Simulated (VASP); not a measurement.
Write the native input for VASP 6.6.1 that does the following.

```yaml
Task: single point
Functional: PBE
Potentials_or_basis: VASP PAW PBE potentials, release 64 (Li_sv, F)
Cutoff: 520 eV
k_mesh: 10 × 10 × 10
Occupations: fermi-dirac, width 0.02 eV
Spin: no spin polarisation
Dipole_correction: no
Further_INCAR_settings: ALGO = Normal; EDIFF = 1e-06; NBANDS = 12
```

The structure of LiF lies in POSCAR:

```
LiF
1.0
    0.0000000000      2.1525456070      2.1342161016
    2.1525456070      0.0000000000      2.1342161016
    2.1525456070      2.1525456070      0.0000000000
Li F
1 1
Direct
    0.0000000000      0.0000000000      0.0000000000
    0.2500000000      0.2500000000      0.2500000000
```

This cell differs from its parent crystal: epitaxial xy strain +0.4%.

The input as run:

INCAR

```
  ALGO = Normal
  EDIFF = 1E-6
  ENCUT = 520
  GGA = PE
  ISIF = 2
  ISMEAR = -1
  LASPH = True
  LCHARG = False
  LREAL = False
  LWAVE = False
  NBANDS = 12
  NELM = 100
  PREC = Accurate
  SIGMA = 0.02
```

KPOINTS

```
k-points
0
Gamma
  10 10 10
```

Potentials or basis: VASP PAW PBE potentials, release 64 (Li_sv, F).

Run with:

```console
$ cat potpaw_PBE.64/Li_sv/POTCAR potpaw_PBE.64/F/POTCAR > POTCAR
$ mpirun -np 1 vasp_std > vasp.out
```

Results of the run:

- Band gap on the k mesh: 7.89 eV, direct

Caveat: the cell differs from its parent crystal (epitaxial xy strain +0.4%).

Wall time 7.4 s on 1 thread of Intel(R) Xeon(R) 6975P-C (Granite Rapids), with other jobs on the host, peak memory 0.14 GiB.
